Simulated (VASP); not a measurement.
KCl:

```
K Cl
1.0
     5.42396    0.00000    0.00000
    -2.71198    4.69729    0.00000
     0.00000    0.00000    6.33275
K Cl
2 2
Direct
  0.33333 0.66667 0.93750
  0.66667 0.33333 0.43750
  0.33333 0.66667 0.43750
  0.66667 0.33333 0.93750
```

This cell differs from its parent crystal: strain +1.5%.

Base run:

| Quantity | Value |
| --- | --- |
| Program | VASP 6.6.1 |
| Functional | r2SCAN |
| Potentials or basis | VASP PAW PBE potentials, release 64 (K_sv, Cl) |
| Cutoff | 520 eV |
| k mesh | 6 × 6 × 4 |
| Occupations | gaussian, width 0.01 eV |
| Spin | no spin polarisation |

Its results: band gap on the k mesh 5.28 eV, direct; pressure -0.6 GPa.

**Question.** The run is repeated on the same cell with these changes: functional from r2SCAN to PBE; occupations from gaussian, width 0.01 eV to fermi-dirac, width 0.02 eV. What comes out?

**Answer.** Band gap on the k mesh 4.68 eV, direct; pressure -0.1 GPa.

Caveats: the PAW data sets were made with another functional, which shifts forces and pressure a little (some runs).

A k mesh can miss the band edges.
